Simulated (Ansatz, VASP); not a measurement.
## Two plane-wave programs on Au

Contents of INCAR:

```
ALGO     = Normal         # electronic algorithm
EDIFF    = 1E-6           # SCF threshold, eV
ENCUT    = 520            # plane-wave cutoff, eV
ISIF     = 2              # what is computed and relaxed
ISMEAR   = -1             # smearing method
LASPH    = T              # aspherical terms in the spheres
LCHARG   = F              # write CHGCAR
LREAL    = F              # projectors in reciprocal space
LWAVE    = F              # write WAVECAR
NBANDS   = 18             # bands
NELM     = 80             # most SCF steps
PREC     = Accurate       # precision mode
SIGMA    = 0.05           # smearing width, eV
```

KPOINTS

```
k-points
0
Gamma
  6 6 3
```

The input POSCAR:

```
Au
1.0
    2.9000000000      0.0000000000      0.0000000000
   -1.4500000000      2.5114736710      0.0000000000
    0.0000000000      0.0000000000      4.8800000000
Au
2
Direct
    0.6666666667      0.3333333333      0.2500000000
    0.3333333333      0.6666666667      0.7500000000
```

Contents of input.yaml:

```yaml
crystal:
  lattice:
    - [2.9, 0.0, 0.0]
    - [-1.45, 2.511473671, 0.0]
    - [0.0, 0.0, 4.88]
  atoms:
    - { symbol: Au, position: [0.6666666667, 0.3333333333, 0.25] }
    - { symbol: Au, position: [0.3333333333, 0.6666666667, 0.75] }
hamiltonian:
  xc: lda
  pseudopotentials: { kind: paw }
kpoints:
  mp_grid: { grid: [6, 6, 3] }
  band_path:
    path:
      - [[0.0, 0.0, 0.0], [0.5, 0.0, 0.0], [0.3333333333, 0.3333333333, 0.0], [0.0, 0.0, 0.0], [0.0, 0.0, 0.5], [0.5, 0.0, 0.5], [0.3333333333, 0.3333333333, 0.5], [0.0, 0.0, 0.5]]
      - [[0.5, 0.0, 0.5], [0.5, 0.0, 0.0]]
      - [[0.3333333333, 0.3333333333, 0.0], [0.3333333333, 0.3333333333, 0.5]]
    npoints: 14
scf:
  occupations: { method: fermi_dirac, width: 0.05 }
  n_extra_bands: 6
output:
  forces: true
  stress: true
  eigenvalues: true
  fatbands: true
  write_density: true
  write_potential: true
  elf: true
  volumetric_format: npy
```

Alike in both runs: functional LDA; k mesh 6 × 6 × 3; occupations fermi-dirac, width 0.05 eV; no spin polarisation.

|  | VASP | Ansatz |
| --- | --- | --- |
| version | VASP 6.6.1 | Ansatz 0.2.0 |
| potentials or method | VASP PAW LDA potentials, release 64 (Au) | Ansatz PAW |
| plane-wave cutoff (eV) | 520 | 420 |
| valence electrons in the cell | 22 | 38 |
| task | single point | band structure |

VASP gave:

```
gap on the k mesh at the Fermi level (eV)                     : none
pressure (GPa)                                                : -9.8
traceless stress, the component that is largest in VASP (GPa) : 3.52
```

Problem. What did Ansatz give for the same quantities?

Solution. gap on the k mesh at the Fermi level (eV): none; pressure (GPa): -10.2; traceless stress, the component that is largest in VASP (GPa): 3.68.

LDA's correlation is that of Perdew and Zunger in VASP and of Perdew and Wang (1992) in Ansatz. A gap of «none» marks a metal or a gap that the smearing closes. VASP's potentials hold 22 valence electrons a cell and Ansatz's 38, so a difference there can come from the potentials and not from the codes.

The k mesh is coarse, so the values compare programs but aren't converged. Neither program's run includes spin-orbit coupling.
